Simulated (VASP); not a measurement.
# C in VASP: single point with PBEsol

Aim: the single point of C with PBEsol.

Program: VASP 6.6.1. These are calculated values, not measurements. Logs are shortened: lines on timing, memory, paths and dates and some standing lists are left out, and cuts for length are marked.

## 1. The cell of the first run

The cell holds a wire or tube with vacuum around it, 22 atoms: a = 2.459 Å, b = 11.225 Å, c = 26.019 Å, α = 90.00°, β = 90.00°, γ = 90.00°.

## 2. Single point, PBEsol

File INCAR:

```
  PREC = Accurate
  ENCUT = 520
  EDIFF = 1E-6
  ISMEAR = 0
  SIGMA = 0.1
  LREAL = Auto
  LASPH = True
  NELM = 80
  ALGO = Normal
  ISIF = 2
  LWAVE = False
  LCHARG = False
  LDIPOL = True
  IDIPOL = 3
  DIPOL = 0.5 0.5 0.500
  GGA = PS
  NBANDS = 61
```

File KPOINTS:

```
regular mesh
0
Gamma
  14 3 1
```

File POSCAR:

```
C
1.0
    2.4589175856      0.0000000000      0.0000000000
    0.0000000000     11.2248623703      0.0000000000
    0.0000000000      0.0000000000     26.0187161880
C
22
Direct
    0.5000000000      0.8164175470      0.2882540378
    0.5000000000      0.1355951993      0.3058102763
    0.0000000000      0.1276281133      0.3328743489
    0.5000000000      0.8003910061      0.3423771024
    0.0000000000      0.7924239201      0.3694411750
    0.0000000000      0.1116015725      0.3869974135
    0.5000000000      0.1036344864      0.4140614861
    0.0000000000      0.7763973793      0.4235642396
    0.5000000000      0.7684302932      0.4506283122
    0.5000000000      0.0876079456      0.4681845506
    0.0000000000      0.0796408596      0.4952486233
    0.5000000000      0.7524037524      0.5047513767
    0.0000000000      0.7444366664      0.5318154494
    0.0000000000      0.0636143187      0.5493716878
    0.5000000000      0.0556472327      0.5764357604
    0.0000000000      0.7284101255      0.5859385139
    0.5000000000      0.7204430395      0.6130025865
    0.5000000000      0.0396206919      0.6305588250
    0.0000000000      0.0316536058      0.6576228976
    0.5000000000      0.7044164987      0.6671256511
    0.0000000000      0.6964494126      0.6941897237
    0.0000000000      0.0156270650      0.7117459622
```

Potentials or basis: VASP PAW PBE potentials, release 64 (C).

Launch:

```bash
$ cat potpaw_PBE.64/C/POTCAR > POTCAR
$ mpirun -np 1 vasp_std > vasp.out
```

OUTCAR:

```text
PREC = Accurate
   ENCUT = 520
   EDIFF = 1E-6
   ISMEAR = 0
   LREAL = Auto
   LASPH = True
   NELM = 80
   ISIF = 2
   GGA = PS

 ion  position               nearest neighbor table
   1  0.500  0.816  0.288-   4 1.42
   2  0.500  0.136  0.306-   3 1.42   3 1.42
   3  0.000  0.128  0.333-   2 1.42   2 1.42   6 1.42
   4  0.500  0.800  0.342-   5 1.42   5 1.42   1 1.42
   5  0.000  0.792  0.369-   4 1.42   4 1.42   8 1.42
   6  0.000  0.112  0.387-   7 1.42   7 1.42   3 1.42
   7  0.500  0.104  0.414-  10 1.42   6 1.42   6 1.42
   8  0.000  0.776  0.424-   9 1.42   9 1.42   5 1.42
[... 10 lines left out ...]
  19  0.000  0.032  0.658-  18 1.42  18 1.42  22 1.42
  20  0.500  0.704  0.667-  21 1.42  21 1.42  17 1.42
  21  0.000  0.696  0.694-  20 1.42  20 1.42
  22  0.000  0.016  0.712-  19 1.42

  LATTYP: Found a simple orthorhombic cell.
 ALAT       =     2.4589175856
 B/A-ratio  =     4.5649607925
 C/A-ratio  =    10.5813697622

  Lattice vectors:

 A1 = (   2.4589175856,   0.0000000000,   0.0000000000)
 A2 = (   0.0000000000,  11.2248623703,   0.0000000000)
 A3 = (   0.0000000000,   0.0000000000,  26.0187161880)

Analysis of symmetry for initial positions (statically):
=====================================================================
 Subroutine PRICEL returns:
 Original cell was already a primitive cell.

 Routine SETGRP: Setting up the symmetry group for a
 simple orthorhombic supercell.

 Subroutine GETGRP returns: Found  4 space group operations
 (whereof  2 operations were pure point group operations)
 out of a pool of  8 trial point group operations.

The static configuration has the point symmetry C_1h.
 The point group associated with its full space group is C_2h.

Analysis of symmetry for dynamics (positions and initial velocities):
=====================================================================
 Subroutine PRICEL returns:
 Original cell was already a primitive cell.

 Routine SETGRP: Setting up the symmetry group for a
 simple orthorhombic supercell.

 Subroutine GETGRP returns: Found  4 space group operations
 (whereof  2 operations were pure point group operations)
 out of a pool of  8 trial point group operations.

The dynamic configuration has the point symmetry C_1h.
 The point group associated with its full space group is C_2h.

 Subroutine INISYM returns: Found  4 space group operations
 (whereof  2 operations are pure point group operations),
 and found     1 'primitive' translations

----------------------------------------------------------------------------------------

                                     Primitive cell

  volume of cell :     718.1429

  direct lattice vectors                    reciprocal lattice vectors
     2.458917586  0.000000000  0.000000000     0.406683008  0.000000000  0.000000000
     0.000000000 11.224862370  0.000000000     0.000000000  0.089087952  0.000000000
     0.000000000  0.000000000 26.018716188     0.000000000  0.000000000  0.038433872

  length of vectors
     2.458917586 11.224862370 26.018716188     0.406683008  0.089087952  0.038433872

  position of ions in fractional coordinates (direct lattice)
     0.500000000  0.816417547  0.288254038
     0.500000000  0.135595199  0.305810276
     0.000000000  0.127628113  0.332874349
     0.500000000  0.800391006  0.342377102
     0.000000000  0.792423920  0.369441175
     0.000000000  0.111601572  0.386997413
[... 14 lines left out ...]
     0.000000000  0.696449413  0.694189724
     0.000000000  0.015627065  0.711745962

  ion indices of the primitive-cell ions
   primitive index   ion index
                 1           1
                 2           2
                 3           3
                 4           4
                 5           5
                 6           6
[... 14 lines left out ...]
                21          21
                22          22

----------------------------------------------------------------------------------------

 KPOINTS: regular mesh

Automatic generation of k-mesh.
 Grid dimensions read from file:
 generate k-points for:   14    3    1

 Generating k-lattice:

  Cartesian coordinates                     Fractional coordinates (reciprocal lattice)
     0.029048786  0.000000000  0.000000000     0.071428571  0.000000000  0.000000000
     0.000000000  0.029695984  0.000000000     0.000000000  0.333333333  0.000000000
     0.000000000  0.000000000  0.038433872     0.000000000  0.000000000  1.000000000

  Length of vectors
     0.029048786  0.029695984  0.038433872

  Shift w.r.t. Gamma in fractional coordinates (k-lattice)
     0.000000000  0.000000000  0.000000000

 Subroutine IBZKPT returns following result:
 ===========================================

 Found     16 irreducible k-points:

 Following reciprocal coordinates:
            Coordinates               Weight
  0.000000  0.000000  0.000000      1.000000
  0.071429  0.000000  0.000000      2.000000
  0.142857  0.000000  0.000000      2.000000
  0.214286  0.000000  0.000000      2.000000
  0.285714  0.000000  0.000000      2.000000
  0.357143  0.000000  0.000000      2.000000
[... 8 lines left out ...]
  0.428571  0.333333  0.000000      4.000000
  0.500000  0.333333  0.000000      2.000000
   k-points           NKPTS =     16   k-points in BZ     NKDIM =     16   number of bands    NBANDS=     61
   number of dos      NEDOS =    301   number of ions     NIONS =     22
   total plane-waves  NPLWV = 296352
   dimension x,y,z NGX =    18 NGY =   84 NGZ =  196
   dimension x,y,z NGXF=    36 NGYF=  168 NGZF=  392
   ions per type =              22
   NGX,Y,Z   is equivalent  to a cutoff of  12.17, 12.44, 12.52 a.u.
   NGXF,Y,Z  is equivalent  to a cutoff of  24.34, 24.88, 25.05 a.u.
 SYSTEM =  unknown system
   PREC   = accura    normal or accurate (medium, high low for compatibility)
   ISTART =      0    job   : 0-new  1-cont  2-samecut
   ICHARG =      2    charge: 1-file 2-atom 10-const
   ISPIN  =      1    spin polarized calculation?
   LNONCOLLINEAR =      F non collinear calculations
   LSORBIT =      F    spin-orbit coupling
   LASPH  =      T    aspherical Exc in radial PAW
   ENCUT  =  520.0 eV  38.22 Ry    6.18 a.u.   4.57 20.87 48.38*2*pi/ulx,y,z
   NELM   =     80;   NELMIN=  2; NELMDL= -5     # of ELM steps
   EDIFF  = 0.1E-05   stopping-criterion for ELM
   LREAL  =      T    real-space projection
   EDIFFG = 0.1E-04   stopping-criterion for IOM
   NSW    =      0    number of steps for IOM
   IBRION =     -1    ionic relax: 0-MD 1-quasi-New 2-CG
   NFREE  =      0    steps in history (QN), initial steepest desc. (CG)
   ISIF   =      2    stress and relaxation
   ISYM   =      2    0-nonsym 1-usesym 2-fastsym
   POTIM  = 0.5000    time-step for ionic-motion
   TEBEG  =    0.0;   TEEND  =   0.0 temperature during run
   PSTRESS=    0.0 pullay stress
   NELECT =      88.0000    total number of electrons
   NUPDOWN=      -1.0000    fix difference up-down
   EMIN   =  10.00;   EMAX   =-10.00  energy-range for DOS
   EFERMI =   0.00;   METHOD = LEGACY
   ISMEAR =     0;   SIGMA  =   0.10  broadening in eV -4-tet -1-fermi 0-gaus
   EFERMI_NEDOS =   21; number of points for ismear=-14 and -15
   IALGO  =     38    algorithm
   IMIX   =      4    mixing-type and parameters
     AMIX     =   0.40;   BMIX     =  1.00
     AMIX_MAG =   1.60;   BMIX_MAG =  1.00
  volume/ion in A,a.u.               =      32.64       220.28
  Fermi-wavevector in a.u.,A,eV,Ry     =   0.813140  1.536612  8.996131  0.661197
  Thomas-Fermi vector in A             =   1.922811
   LORBIT       =      0    0 simple, 1 ext, 2 COOP (PROOUT), +10 PAW based schemes
   GGA     = PS    functional components
   LHFCALC =     F    Hartree Fock is set to
   AEXX    =    0.0000 exact exchange contribution
   IVDW    =     0    specifies the selected vdW correction
   LEPSILON=     F    determine dielectric tensor
   LRPA    =     F    only Hartree local field effects (RPA)
 non-spin polarized calculation
 Gauss-broadening in eV      SIGMA  =   0.10
  energy-cutoff  :      520.00
  volume of cell :      718.14
 maximum number of plane-waves:     19466
   NGX =  9   NGY = 41   NGZ = 97

 dipolmoment           0.000000      0.000000     -0.000000 electrons x Angstroem

 number of electron      88.0000018 magnetization

 dipolmoment           0.000000      0.000000      0.000000 electrons x Angstroem

 Free energy of the ion-electron system (eV)
  ---------------------------------------------------
  ext. energy  EPLUGINS =         0.00000000
  ---------------------------------------------------
  free energy    TOTEN  =      -195.42045669 eV

  energy without entropy =     -195.36283938  energy(sigma->0) =     -195.39164803

 E-fermi :  -3.3811     XC(G=0):  -3.6556

 val. band max:       -3.3860810958   @ k =   0.2143   0.0000   0.0000
 cond. band min:      -3.3779142499   @ k =   0.0714   0.3333   0.0000
 fundamental gap:      0.0081668459
 Fermi energy:        -3.3811430157

 k-point     1 :       0.0000    0.0000    0.0000
  band No.  band energies     occupation
      1     -22.8145      2.00000
      2     -22.7316      2.00000
      3     -22.1457      2.00000
      4     -22.0683      2.00000
      5     -21.1584      2.00000
      6     -21.0883      2.00000
[... 48 lines left out ...]
     55       1.9788      0.00000
     56       2.1501      0.00000

 k-point     2 :       0.0714    0.0000    0.0000
  band No.  band energies     occupation
      1     -22.7235      2.00000
      2     -22.6411      2.00000
      3     -22.0554      2.00000
      4     -21.9784      2.00000
      5     -21.0694      2.00000
      6     -20.9998      2.00000
[... 48 lines left out ...]
     55       2.0821      0.00000
     56       2.2684      0.00000
[... 765 lines left out ...]
     55       0.3331      0.00000
     56       0.5218      0.00000

 k-point    16 :       0.5000    0.3333    0.0000
  band No.  band energies     occupation
      1     -18.5096      2.00000
      2     -18.5096      2.00000
      3     -18.4507      2.00000
      4     -18.4507      2.00000
      5     -17.9636      2.00000
      6     -17.9636      2.00000
[... 48 lines left out ...]
     55      -0.6575      0.00000
     56      -0.6575      0.00000
 [bands above 56 left out]

------------------------ aborting loop because EDIFF is reached ----------------------------------------

 vacuum level on the upper side and lower side of the slab       (xc-potential included)        -0.006        -0.006

  FORCE on cell =-STRESS in cart. coord.  units (eV):
  Direction    XX          YY          ZZ          XY          YZ          ZX
  --------------------------------------------------------------------------------------
  -------------------------------------------------------------------------------------
  Total       -2.2025363     -0.8023839     -2.7799983      0.0000000      0.3610572      0.0000000
  in kB       -4.9138602     -1.7901191     -6.2021783      0.0000000      0.8055189      0.0000000
  external PRESSURE =      -4.3020525 kB  Pullay stress =       0.0000000 kB

 VOLUME and BASIS-vectors are now :
 -----------------------------------------------------------------------------
  energy-cutoff  :      520.00
  volume of cell :      718.14
      direct lattice vectors                 reciprocal lattice vectors
     2.458917586  0.000000000  0.000000000     0.406683008  0.000000000  0.000000000
     0.000000000 11.224862370  0.000000000     0.000000000  0.089087952  0.000000000
     0.000000000  0.000000000 26.018716188     0.000000000  0.000000000  0.038433872

 POSITION                                       TOTAL-FORCE (eV/Angst)
 -----------------------------------------------------------------------------------
      1.22946      9.16417      7.50000         0.000000     -0.080063      1.147898
      1.22946      1.52204      7.95679         0.000000     -0.352482      1.722503
      0.00000      1.43261      8.66096         0.000000      0.316602     -2.566600
      1.22946      8.98428      8.90821         0.000000      0.254234     -1.581064
      0.00000      8.89485      9.61239         0.000000     -0.102284      0.633070
      0.00000      1.25271     10.06918         0.000000     -0.024295      0.827106
[... 14 lines left out ...]
      0.00000      7.81755     18.06193         0.000000      0.352482     -1.722503
      0.00000      0.17541     18.51872         0.000000      0.080063     -1.147898
 -----------------------------------------------------------------------------------
    total drift:                                0.000000     -0.000023     -0.000005

  FREE ENERGIE OF THE ION-ELECTRON SYSTEM (eV)
  ---------------------------------------------------
  free  energy   TOTEN  =      -195.4204566880 eV

  energy  without entropy=     -195.3628393765  energy(sigma->0) =     -195.39164803

 vacuum level on the upper side and lower side of the slab         3.402         3.402
```

Run time: 21 min. Hardware: 1 thread of Intel Xeon Platinum 8375C at 2.90GHz (Ice Lake), shared host; peak memory 0.83 GiB.

What came out:

```
Free energy            : -195.4205 eV
Largest force          : 2.586 eV/Å
Band gap on the k mesh : zero (bands 44 and 45 overlap by 0.34 eV)
```

Forces on the atoms (eV/Å):
```
C    0.000 -0.080  1.148
C    0.000 -0.352  1.723
C    0.000  0.317 -2.567
C    0.000  0.254 -1.581
C    0.000 -0.102  0.633
C    0.000 -0.024  0.827
C    0.000 -0.013 -0.082
C    0.000  0.043 -0.311
C    0.000 -0.032  0.163
C    0.000 -0.027  0.015
C    0.000 -0.016  0.112
C    0.000  0.016 -0.112
C    0.000  0.027 -0.015
C    0.000  0.032 -0.163
C    0.000 -0.043  0.311
C    0.000  0.013  0.082
C    0.000  0.024 -0.827
C    0.000  0.102 -0.633
C    0.000 -0.254  1.581
C    0.000 -0.317  2.567
C    0.000  0.352 -1.723
C    0.000  0.080 -1.148
```

Levels at points of the mesh, in eV from the Fermi level:
```tsv
k point	band 40	band 41	band 42	band 43	band 44	band 45	band 46	band 47	band 48	band 49
(0.00, 0.00, 0.00)	-2.91	-2.24	-2.22	-0.14	-0.03	0.10	0.16	2.69	3.12	3.50
(0.50, 0.00, 0.00)	-1.54	-1.33	-1.33	-0.86	-0.86	-0.30	-0.30	0.81	0.81	1.87
```

Caveat: the PAW data sets were made with another functional, which shifts forces and pressure a little.
